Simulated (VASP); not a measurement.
# Sn (Immm) in VASP: notebook

Runs on Sn. Level: PBEsol. Tasks: single point.

All numbers are computed with VASP 6.6.1; they aren't measurements. Logs are shortened: lines on timing, memory, paths and dates and some standing lists are left out, and cuts for length are marked.

## 1. The cell of the first run

Symmetry: Immm, No. 71, orthorhombic system. The conventional cell has a = 3.670 Å, b = 3.745 Å, c = 3.820 Å, α = 90.00°, β = 90.00°, γ = 90.00°. Sn (site symmetry mmm) has 14 Sn at 3.24 to 3.82 Å within 4.3 Å.

## 2. Single point, PBEsol (strain -0.0200 x Voigt [1, -1, 0, 0, 0, 0])

INCAR

```
PREC = Accurate ; ENCUT = 520
EDIFF = 1E-7 ; ISMEAR = 0
SIGMA = 0.15 ; LREAL = F
LASPH = T ; NELM = 60
ALGO = Fast ; ISIF = 2
LWAVE = F ; LCHARG = F
GGA = PS ; NBANDS = 13
```

KPOINTS

```
Automatic mesh
0
Gamma
  22 22 22
```

POSCAR

```
Sn
1.0
   -1.8349471212      1.9098429220      1.8723950216
    1.8349471212     -1.9098429220      1.8723950216
    1.8349471212      1.9098429220     -1.8723950216
Sn
1
Direct
    0.0000000000      0.0000000000      0.0000000000
```

Potentials or basis: VASP PAW PBE potentials, release 64 (Sn_d).

Launch:

```bash
> cat potpaw_PBE.64/Sn_d/POTCAR > POTCAR
> mpirun -np 1 vasp_std > vasp.out
```

OUTCAR:

```text
PREC = Accurate
   ENCUT = 520
   EDIFF = 1E-7
   ISMEAR = 0
   LREAL = F
   LASPH = T
   NELM = 60
   ISIF = 2
   GGA = PS

 ion  position               nearest neighbor table
   1  0.000  0.000  0.000-

  LATTYP: Found a body centered orthorhombic cell.
 ALAT       =     3.6698942424
 B/A-ratio  =     1.0204081632
 C/A-ratio  =     1.0408163265

  Lattice vectors:

 A1 = (  -1.8349471212,  -1.9098429220,   1.8723950216)
 A2 = (   1.8349471212,  -1.9098429220,  -1.8723950216)
 A3 = (   1.8349471212,   1.9098429220,   1.8723950216)

Analysis of symmetry for initial positions (statically):
=====================================================================
 Subroutine PRICEL returns:
 Original cell was already a primitive cell.

 Routine SETGRP: Setting up the symmetry group for a
 body centered orthorhombic supercell.

 Subroutine GETGRP returns: Found  8 space group operations
 (whereof  8 operations were pure point group operations)
 out of a pool of  8 trial point group operations.

The static configuration has the point symmetry D_2h.

Analysis of symmetry for dynamics (positions and initial velocities):
=====================================================================
 Subroutine PRICEL returns:
 Original cell was already a primitive cell.

 Routine SETGRP: Setting up the symmetry group for a
 body centered orthorhombic supercell.

 Subroutine GETGRP returns: Found  8 space group operations
 (whereof  8 operations were pure point group operations)
 out of a pool of  8 trial point group operations.

The dynamic configuration has the point symmetry D_2h.

 Subroutine INISYM returns: Found  8 space group operations
 (whereof  8 operations are pure point group operations),
 and found     1 'primitive' translations

----------------------------------------------------------------------------------------

                                     Primitive cell

  volume of cell :      26.2469

  direct lattice vectors                    reciprocal lattice vectors
    -1.834947121  1.909842922  1.872395022     0.000000000  0.261801635  0.267037668
     1.834947121 -1.909842922  1.872395022     0.272487416  0.000000000  0.267037668
     1.834947121  1.909842922 -1.872395022     0.272487416  0.261801635  0.000000000

  length of vectors
[... 80 lines left out ...]
   EDIFF  = 0.1E-06   stopping-criterion for ELM
   LREAL  =      F    real-space projection
   EDIFFG = 0.1E-05   stopping-criterion for IOM
   NSW    =      0    number of steps for IOM
   IBRION =     -1    ionic relax: 0-MD 1-quasi-New 2-CG
   NFREE  =      0    steps in history (QN), initial steepest desc. (CG)
   ISIF   =      2    stress and relaxation
   ISYM   =      2    0-nonsym 1-usesym 2-fastsym
   POTIM  = 0.5000    time-step for ionic-motion
   TEBEG  =    0.0;   TEEND  =   0.0 temperature during run
   PSTRESS=    0.0 pullay stress
   NELECT =      14.0000    total number of electrons
   NUPDOWN=      -1.0000    fix difference up-down
   EMIN   =  10.00;   EMAX   =-10.00  energy-range for DOS
   EFERMI =   0.00;   METHOD = LEGACY
   ISMEAR =     0;   SIGMA  =   0.15  broadening in eV -4-tet -1-fermi 0-gaus
   EFERMI_NEDOS =   21; number of points for ismear=-14 and -15
   IALGO  =     68    algorithm
   IMIX   =      4    mixing-type and parameters
     AMIX     =   0.40;   BMIX     =  1.00
     AMIX_MAG =   1.60;   BMIX_MAG =  1.00
  volume/ion in A,a.u.               =      26.25       177.12
  Fermi-wavevector in a.u.,A,eV,Ry     =   1.327673  2.508939 23.983220  1.762717
  Thomas-Fermi vector in A             =   2.456968
   LORBIT       =      0    0 simple, 1 ext, 2 COOP (PROOUT), +10 PAW based schemes
   GGA     = PS    functional components
   LHFCALC =     F    Hartree Fock is set to
   AEXX    =    0.0000 exact exchange contribution
   IVDW    =     0    specifies the selected vdW correction
   LEPSILON=     F    determine dielectric tensor
   LRPA    =     F    only Hartree local field effects (RPA)
 non-spin polarized calculation
 RMM-DIIS sequential band-by-band and
 Gauss-broadening in eV      SIGMA  =   0.15
  energy-cutoff  :      520.00
  volume of cell :       26.25
 maximum number of plane-waves:       727
   NGX = 13   NGY = 13   NGZ = 13

 number of electron      13.9999994 magnetization

 Free energy of the ion-electron system (eV)
  ---------------------------------------------------
  ext. energy  EPLUGINS =         0.00000000
  ---------------------------------------------------
  free energy    TOTEN  =        -4.23370239 eV

  energy without entropy =       -4.22723337  energy(sigma->0) =       -4.23046788

 E-fermi :   8.3500     XC(G=0): -10.6709

 val. band max:        8.3485508060   @ k =   0.1818   0.1818   0.0455
 cond. band min:       8.3506307286   @ k =   0.4091   0.1818   0.0909
 fundamental gap:      0.0020799226
 Fermi energy:         8.3500114212

 k-point     1 :       0.0000    0.0000    0.0000
  band No.  band energies     occupation
      1     -13.1190      2.00000
      2     -13.1123      2.00000
      3     -13.1064      2.00000
      4     -12.9681      2.00000
      5     -12.9493      2.00000
      6      -3.0015      2.00000
      7      16.5060      0.00000
      8      16.5942      0.00000
      9      16.7689      0.00000
     10      20.3111      0.00000
     11      20.5980      0.00000
     12      20.8427      0.00000
     13      20.9665      0.00000
[... 354 lines left out ...]
  band No.  band energies     occupation
      1     -13.1551      2.00000
      2     -13.0924      2.00000
      3     -12.9778      2.00000
      4     -12.9655      2.00000
      5     -12.8707      2.00000
      6       1.6657      2.00000
      7       3.8758      2.00000
      8      12.0740      0.00000
      9      13.9712      0.00000
     10      17.0358      0.00000
     11      17.6146      0.00000
     12      22.8598      0.00000
     13      23.9079      0.00000

 [... further k-points ...]
[... 5 lines left out ...]
  --------------------------------------------------------------------------------------
  -------------------------------------------------------------------------------------
  Total       -0.1037686     -0.0153391     -0.0221018      0.0000000      0.0000000     -0.0000000
  in kB       -6.3342895     -0.9363332     -1.3491495      0.0000000      0.0000000     -0.0000000
  external PRESSURE =      -2.8732574 kB  Pullay stress =       0.0000000 kB

 VOLUME and BASIS-vectors are now :
 -----------------------------------------------------------------------------
  energy-cutoff  :      520.00
  volume of cell :       26.25
      direct lattice vectors                 reciprocal lattice vectors
    -1.834947121  1.909842922  1.872395022     0.000000000  0.261801635  0.267037668
     1.834947121 -1.909842922  1.872395022     0.272487416  0.000000000  0.267037668
     1.834947121  1.909842922 -1.872395022     0.272487416  0.261801635  0.000000000

 POSITION                                       TOTAL-FORCE (eV/Angst)
 -----------------------------------------------------------------------------------
      0.00000      0.00000      0.00000         0.000000      0.000000      0.000000
 -----------------------------------------------------------------------------------
    total drift:                               -0.000000      0.000000      0.000000

  FREE ENERGIE OF THE ION-ELECTRON SYSTEM (eV)
  ---------------------------------------------------
  free  energy   TOTEN  =        -4.2337023924 eV

  energy  without entropy=       -4.2272333715  energy(sigma->0) =       -4.23046788
```

stdout:

```text
POSCAR found type information on POSCAR Sn
 POSCAR found :  1 types and       1 ions
 scaLAPACK will be used
 -----------------------------------------------------------------------------
|                                                                             |
|                                                                             |
|     You enforced a specific xc type in the INCAR file but a different       |
[... 49 lines left out ...]
WARNING in EDDRMM: call to ZHEGV failed, returncode =   6  3     11
WARNING in EDDRMM: call to ZHEGV failed, returncode =   6  3     11
WARNING in EDDRMM: call to ZHEGV failed, returncode =   6  3     12
WARNING in EDDRMM: call to ZHEGV failed, returncode =   8  4     10
WARNING in EDDRMM: call to ZHEGV failed, returncode =   6  3     10
WARNING in EDDRMM: call to ZHEGV failed, returncode =   8  4     13
WARNING in EDDRMM: call to ZHEGV failed, returncode =   6  3     13
```

Wall time 12 min (1 thread of Intel Xeon 8259CL, shared host); peak memory 0.52 GiB.

Results:

```
Free energy            : -4.2337 eV
Pressure               : -0.3 GPa
Band gap on the k mesh : zero (bands 7 and 8 overlap by 10.67 eV)
```

Caveat: the cell differs from its parent crystal (strain -0.0200 x Voigt [1, -1, 0, 0, 0, 0]); the PAW data sets were made with another functional, which shifts forces and pressure a little; spin-orbit coupling is left out, which moves the levels of the heavy elements.

## 3. Single point, PBEsol (strain +0.0150 x Voigt [1, -1, 0, 0, 0, 0])

INCAR

```
SYSTEM = Sn
PREC = Accurate
ENCUT = 520
EDIFF = 1E-6
ISMEAR = 0
SIGMA = 0.15
LREAL = .False.
LASPH = .True.
NELM = 80
ALGO = Fast
ISIF = 2
LWAVE = .False.
LCHARG = .False.
GGA = PS
NBANDS = 13
```

KPOINTS

```
regular mesh
0
Gamma
  22 22 22
  0 0 0
```

POSCAR

```
Sn
1.0
   -1.9004809469      1.8443090963      1.8723950216
    1.9004809469     -1.8443090963      1.8723950216
    1.9004809469      1.8443090963     -1.8723950216
Sn
1
Direct
    0.0000000000      0.0000000000      0.0000000000
```

Potentials or basis: VASP PAW PBE potentials, release 64 (Sn_d).

Launch:

```bash
> cat potpaw_PBE.64/Sn_d/POTCAR > POTCAR
> mpirun -np 1 vasp_std > vasp.out
```

It took 10 min on 1 thread of Intel Xeon 8259CL, shared host; peak memory 0.52 GiB.

The run converged. Its results:

* Free energy: -4.2333 eV
* Pressure: -0.3 GPa
* Band gap on the k mesh: zero (bands 7 and 8 overlap by 10.70 eV)

Stress tensor (GPa, compression positive):
```
-0.20  0.00  0.00
 0.00 -0.50  0.00
 0.00  0.00 -0.23
```

Levels at points of the mesh, in eV from the Fermi level:
| k point | band 4 | band 5 | band 6 | band 7 | band 8 | band 9 | band 10 | band 11 |
| --- | --- | --- | --- | --- | --- | --- | --- | --- |
| (0.00, 0.00, 0.00) | -21.31 | -21.30 | -11.35 | 8.19 | 8.26 | 8.38 | 12.02 | 12.23 |
| (0.50, 0.00, 0.00) | -21.31 | -21.21 | -6.35 | -4.56 | 3.54 | 5.30 | 7.94 | 8.15 |
| (0.00, 0.50, 0.00) | -21.31 | -21.22 | -6.56 | -4.64 | 3.92 | 5.83 | 8.41 | 8.65 |
| (0.50, 0.50, 0.00) | -21.31 | -21.21 | -6.45 | -4.60 | 3.73 | 5.56 | 8.17 | 8.40 |
| (0.50, 0.50, 0.50) | -21.24 | -21.23 | -2.31 | -0.80 | -0.51 | -0.22 | 3.73 | 3.98 |

Caveat: the cell differs from its parent crystal (strain +0.0150 x Voigt [1, -1, 0, 0, 0, 0]); the PAW data sets were made with another functional, which shifts forces and pressure a little; spin-orbit coupling is left out, which moves the levels of the heavy elements.

## 4. Single point, PBEsol (strain -0.0100 x Voigt [1, -1, 0, 0, 0, 0])

INCAR

```
  ALGO = Fast
  EDIFF = 1E-6
  ENCUT = 520
  GGA = PS
  ISIF = 2
  ISMEAR = 0
  LASPH = True
  LCHARG = True
  LELF = True
  LREAL = False
  LVHAR = True
  LWAVE = False
  NBANDS = 13
  NELM = 100
  PREC = Accurate
  SIGMA = 0.15
```

KPOINTS

```
k-points
0
Gamma
  22 22 22
```

POSCAR

```
Sn
1.0
   -1.8536710714      1.8911189718      1.8723950216
    1.8536710714     -1.8911189718      1.8723950216
    1.8536710714      1.8911189718     -1.8723950216
Sn
1
Direct
    0.0000000000      0.0000000000      0.0000000000
```

Launch:

```bash
> cat potpaw_PBE.64/Sn_d/POTCAR > POTCAR
> mpirun -np 1 vasp_std > vasp.out
```

It took 9.8 min on 1 thread of Intel Xeon 8259CL, shared host; peak memory 0.52 GiB.

The run converged. Its results:

```yaml
Free_energy: -4.2332 eV
Pressure: -0.3 GPa
Band_gap_on_the_k_mesh: zero (bands 7 and 8 overlap by 10.74 eV)
```

Stress tensor (GPa, compression positive):
```
-0.40  0.00  0.00
 0.00 -0.29  0.00
 0.00  0.00 -0.30
```

Levels at points of the mesh, in eV from the Fermi level:
```csv
k point,band 4,band 5,band 6,band 7,band 8,band 9,band 10,band 11
"(0.00, 0.00, 0.00)",-21.31,-21.30,-11.35,8.22,8.27,8.35,12.08,12.21
"(0.50, 0.00, 0.00)",-21.31,-21.21,-6.52,-4.63,3.86,5.74,8.32,8.57
"(0.00, 0.50, 0.00)",-21.31,-21.21,-6.39,-4.57,3.60,5.38,8.01,8.23
"(0.50, 0.50, 0.00)",-21.31,-21.21,-6.45,-4.60,3.73,5.56,8.17,8.40
"(0.50, 0.50, 0.50)",-21.24,-21.23,-2.29,-0.70,-0.51,-0.32,3.76,3.93
```

Caveat: the cell differs from its parent crystal (strain -0.0100 x Voigt [1, -1, 0, 0, 0, 0]); the PAW data sets were made with another functional, which shifts forces and pressure a little; spin-orbit coupling is left out, which moves the levels of the heavy elements.

## 5. Summary

| cell | further INCAR settings | gap on the mesh (eV) | pressure (GPa) |
| --- | --- | --- | --- |
| a = 3.244 Å, angles 111.1, 107.9, 109.5°, 1 atom | ALGO = Fast; EDIFF = 1e-07; NBANDS = 13 | none | -0.3 |
| a = 3.243 Å, angles 108.3, 110.7, 109.5°, 1 atom | ALGO = Fast; EDIFF = 1e-06; NBANDS = 13 | none | -0.3 |
| a = 3.243 Å, angles 110.3, 108.7, 109.5°, 1 atom | ALGO = Fast; EDIFF = 1e-06; NBANDS = 13 | none | -0.3 |

Alike in all rows: task single point; level PBEsol; potentials or basis VASP PAW PBE potentials, release 64 (Sn_d); no spin polarisation; k mesh 22 × 22 × 22; cutoff (eV) 520; smearing gaussian 0.15 eV.

Caveats: the PAW data sets were made with another functional, which shifts forces and pressure a little; spin-orbit coupling is left out, which moves the levels of the heavy elements.

Absolute energies hang on the potentials; compare differences alone.
